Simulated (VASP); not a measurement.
# Sr (Im-3m) in VASP: further runs, part 2 of 2

VASP 6.6.1. The steps go on from the part before.

### Step 3. Single point, PBE, non-collinear spin, zero start, spin-orbit coupling

Contents of INCAR:

```
SYSTEM = Sr
PREC = Accurate ; ENCUT = 520
EDIFF = 1E-7 ; ISMEAR = -1
SIGMA = 0.05 ; LREAL = .False.
LASPH = .True. ; NELM = 150
ALGO = Normal ; ISIF = 2
LWAVE = .False. ; LCHARG = .False.
LNONCOLLINEAR = .True. ; MAGMOM = 0 0 0
LORBIT = 11 ; LSORBIT = .True.
GGA_COMPAT = .False. ; LORBMOM = .True.
GGA = PE ; NBANDS = 21
```

Contents of KPOINTS:

```
regular mesh
0
Gamma
  12 12 12
  0 0 0
```

Contents of POSCAR:

```
Sr
1.0
   -2.4250000000      2.4250000000      2.4250000000
    2.4250000000     -2.4250000000      2.4250000000
    2.4250000000      2.4250000000     -2.4250000000
Sr
1
Direct
    0.0000000000      0.0000000000      0.0000000000
```

Potentials or basis: VASP PAW PBE potentials, release 64 (Sr_sv).

On the command line:

```console
> cat potpaw_PBE.64/Sr_sv/POTCAR > POTCAR
> mpirun -np 1 vasp_ncl > vasp.out
```

OUTCAR:

```text
SYSTEM = Sr
   PREC = Accurate
   ENCUT = 520
   EDIFF = 1E-7
   ISMEAR = -1
   LREAL = .False.
   LASPH = .True.
   NELM = 150
   ISIF = 2
   LNONCOLLINEAR = .True.
   LORBIT = 11
   LSORBIT = .True.
   GGA = PE

 ion  position               nearest neighbor table
   1  0.000  0.000  0.000-

  LATTYP: Found a body centered cubic cell.
 ALAT       =     4.8500000000

  Lattice vectors:

 A1 = (  -2.4250000000,   2.4250000000,   2.4250000000)
 A2 = (   2.4250000000,  -2.4250000000,   2.4250000000)
 A3 = (   2.4250000000,   2.4250000000,  -2.4250000000)

Analysis of symmetry for initial positions (statically):
=====================================================================
 Subroutine PRICEL returns:
 Original cell was already a primitive cell.

 Routine SETGRP: Setting up the symmetry group for a
 body centered cubic supercell.

 Subroutine GETGRP returns: Found 48 space group operations
 (whereof 48 operations were pure point group operations)
 out of a pool of 48 trial point group operations.

The static configuration has the point symmetry O_h .

Analysis of symmetry for dynamics (positions and initial velocities):
=====================================================================
 Subroutine PRICEL returns:
 Original cell was already a primitive cell.

 Routine SETGRP: Setting up the symmetry group for a
 body centered cubic supercell.

 Subroutine GETGRP returns: Found 48 space group operations
 (whereof 48 operations were pure point group operations)
 out of a pool of 48 trial point group operations.

The dynamic configuration has the point symmetry O_h .

Analysis of structural, dynamic, and magnetic symmetry:
=====================================================================
 Subroutine PRICEL returns:
 Original cell was already a primitive cell.

 Routine SETGRP: Setting up the symmetry group for a
 body centered cubic supercell.

 Subroutine GETGRP returns: Found 48 space group operations
 (whereof 48 operations were pure point group operations)
 out of a pool of 48 trial point group operations.

The overall configuration has the point symmetry O_h .

 Subroutine INISYM returns: Found 48 space group operations
 (whereof 48 operations are pure point group operations),
 and found     1 'primitive' translations

----------------------------------------------------------------------------------------

                                     Primitive cell

  volume of cell :      57.0421

  direct lattice vectors                    reciprocal lattice vectors
    -2.425000000  2.425000000  2.425000000     0.000000000  0.206185567  0.206185567
     2.425000000 -2.425000000  2.425000000     0.206185567  0.000000000  0.206185567
     2.425000000  2.425000000 -2.425000000     0.206185567  0.206185567  0.000000000

  length of vectors
     4.200223208  4.200223208  4.200223208     0.291590425  0.291590425  0.291590425

  position of ions in fractional coordinates (direct lattice)
     0.000000000  0.000000000  0.000000000

  ion indices of the primitive-cell ions
   primitive index   ion index
                 1           1

----------------------------------------------------------------------------------------

 KPOINTS: regular mesh

[... 94 lines left out ...]
   AEXX    =    0.0000 exact exchange contribution
   IVDW    =     0    specifies the selected vdW correction
   LEPSILON=     F    determine dielectric tensor
   LRPA    =     F    only Hartree local field effects (RPA)
  energy-cutoff  :      520.00
  volume of cell :       57.04
 maximum number of plane-waves:      3132
   NGX = 15   NGY = 15   NGZ = 15

 number of electron      10.0000000 magnetization       0.0000000      0.0000000      0.0000000

 number of electron      10.0000000 magnetization      -0.0000000      0.0000000      0.0000000

 number of electron      10.0000000 magnetization       0.0000000     -0.0000000     -0.0000000

 Free energy of the ion-electron system (eV)
  ---------------------------------------------------
  ext. energy  EPLUGINS =         0.00000000
  ---------------------------------------------------
  free energy    TOTEN  =        -1.71805821 eV

  energy without entropy =       -1.70615945  energy(sigma->0) =       -1.71210883

 E-fermi :   1.4816     XC(G=0):  -7.2387

 val. band max:        1.4664318056   @ k =   0.2500   0.2500   0.1667
 cond. band min:       1.4821518937   @ k =   0.5000   0.5000   0.2500
 fundamental gap:      0.0157200881
 Fermi energy:         1.4816482769

 k-point     1 :       0.0000    0.0000    0.0000
  band No.  band energies     occupation
      1     -35.2216      1.00000
      2     -35.2216      1.00000
      3     -17.8915      1.00000
      4     -17.8915      1.00000
      5     -16.7465      1.00000
      6     -16.7465      1.00000
[... 565 lines left out ...]
     20       6.4291      0.00000
     21       6.8727      0.00000

 [... further k-points ...]

------------------------ aborting loop because EDIFF is reached ----------------------------------------

  FORCE on cell =-STRESS in cart. coord.  units (eV):
  Direction    XX          YY          ZZ          XY          YZ          ZX
  --------------------------------------------------------------------------------------
  -------------------------------------------------------------------------------------
  Total       -0.2116817     -0.2116817     -0.2116817     -0.0000000      0.0000000     -0.0000000
  in kB       -5.9456420     -5.9456420     -5.9456420     -0.0000000      0.0000000     -0.0000000
  external PRESSURE =      -5.9456420 kB  Pullay stress =       0.0000000 kB

 VOLUME and BASIS-vectors are now :
 -----------------------------------------------------------------------------
  energy-cutoff  :      520.00
  volume of cell :       57.04
      direct lattice vectors                 reciprocal lattice vectors
    -2.425000000  2.425000000  2.425000000     0.000000000  0.206185567  0.206185567
     2.425000000 -2.425000000  2.425000000     0.206185567  0.000000000  0.206185567
     2.425000000  2.425000000 -2.425000000     0.206185567  0.206185567  0.000000000

 POSITION                                       TOTAL-FORCE (eV/Angst)
 -----------------------------------------------------------------------------------
      0.00000      0.00000      0.00000         0.000000     -0.000000     -0.000000
 -----------------------------------------------------------------------------------
    total drift:                               -0.000000      0.000000      0.000000

  FREE ENERGIE OF THE ION-ELECTRON SYSTEM (eV)
  ---------------------------------------------------
  free  energy   TOTEN  =        -1.7180582065 eV

  energy  without entropy=       -1.7061594492  energy(sigma->0) =       -1.71210883

 orbital moment (x)

 # of ion     p       d       tot
 ----------------------------------------
  1         0.000  -0.000  -0.000
 ----------------------------------------
            0.000  -0.000  -0.000

 orbital moment (y)

 # of ion     p       d       tot
 ----------------------------------------
  1        -0.000  -0.000  -0.000
 ----------------------------------------
           -0.000  -0.000  -0.000

 orbital moment (z)

 # of ion     p       d       tot
 ----------------------------------------
  1         0.000  -0.000  -0.000
 ----------------------------------------
            0.000  -0.000  -0.000

 Spin-Orbit-Coupling matrix elements

 Ion:    1  E_soc:     -0.1772057
 l=   1
     0.0000000    -0.0295372    -0.0295372
    -0.0295372     0.0000000    -0.0295372
    -0.0295372    -0.0295372     0.0000000
 l=   2
     0.0000000     0.0000052     0.0000000     0.0000052    -0.0000023
     0.0000052     0.0000000    -0.0000018     0.0000052    -0.0000006
     0.0000000    -0.0000018     0.0000000    -0.0000018     0.0000000
     0.0000052     0.0000052    -0.0000018     0.0000000    -0.0000006
    -0.0000023    -0.0000006     0.0000000    -0.0000006     0.0000000
 l=   3
     0.0000000     0.0000000     0.0000000     0.0000000     0.0000000     0.0000000     0.0000000
     0.0000000     0.0000000     0.0000000     0.0000000     0.0000000     0.0000000     0.0000000
     0.0000000     0.0000000     0.0000000     0.0000000     0.0000000     0.0000000     0.0000000
     0.0000000     0.0000000     0.0000000     0.0000000     0.0000000     0.0000000     0.0000000
     0.0000000     0.0000000     0.0000000     0.0000000     0.0000000     0.0000000     0.0000000
     0.0000000     0.0000000     0.0000000     0.0000000     0.0000000     0.0000000     0.0000000
     0.0000000     0.0000000     0.0000000     0.0000000     0.0000000     0.0000000     0.0000000

 total charge

# of ion       s       p       d       tot
------------------------------------------
    1        2.062   5.732   0.130   7.924

 magnetization (x)

# of ion       s       p       d       tot
------------------------------------------
    1        0.000   0.000  -0.000   0.000

 magnetization (y)

# of ion       s       p       d       tot
------------------------------------------
    1        0.000  -0.000  -0.000   0.000

 magnetization (z)

# of ion       s       p       d       tot
------------------------------------------
    1        0.000   0.000  -0.000   0.000
```

stdout:

```text
POSCAR found type information on POSCAR Sr
 POSCAR found :  1 types and       1 ions
 scaLAPACK will be used
 LDA part: xc-table for (Slater+PW92), standard interpolation
 POSCAR, INCAR and KPOINTS ok, starting setup
 FFT: planning ... GRIDC
 FFT: planning ... GRID_SOFT
 FFT: planning ... GRID
 WAVECAR not read
 entering main loop
```

Wall time 2.5 min (1 thread of Intel Xeon Platinum 8488C (Sapphire Rapids), shared host); peak memory 0.37 GiB.

What came out:

```
Free energy                                           : -1.7181 eV
Pressure                                              : -0.6 GPa
Net moment                                            : 0.00 μB per cell
Valence electrons inside the program's atomic spheres : Sr 7.92
```

Moments on the atoms (μB; x, y, z):
```
Sr  0.00 0.00 0.00
```
